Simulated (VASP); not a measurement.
A run of VASP 6.6.1:

The input INCAR:

```
PREC = Accurate ; ENCUT = 500
EDIFF = 1E-7 ; ISMEAR = -1
SIGMA = 0.05 ; LREAL = F
LASPH = T ; NELM = 120
ALGO = Normal ; ISIF = 3
LWAVE = F ; LCHARG = F
GGA = PE ; IBRION = 2
NSW = 60 ; EDIFFG = -0.005
PSTRESS = 140.0 ; GGA_COMPAT = F
NELMIN = 4
```

KPOINTS

```
regular mesh
0
Gamma
  16 16 16
```

File POSCAR:

```
BP
1.0
    0.0000000000      2.1081245446      2.1081245446
    2.1081245446      0.0000000000      2.1081245446
    2.1081245446      2.1081245446      0.0000000000
B P
1 1
Direct
    0.0000000000      0.0000000000      0.0000000000
    0.5000000000      0.5000000000      0.5000000000
```

Potentials or basis: VASP PAW PBE potentials, release 64 (B, P).

The run is started by

```sh
$ cat potpaw_PBE.64/B/POTCAR potpaw_PBE.64/P/POTCAR > POTCAR
$ mpirun -np 1 vasp_std > vasp.out
```

Hardware: 1 thread of Intel Xeon 8259CL, on a shared host.

Problem. Estimate the wall time of this run.

Solution. It took 45 s on 1 thread of Intel Xeon 8259CL, on a shared host, peak memory 0.15 GiB. Counts: scf iterations 25, k points 145, ion steps 3.
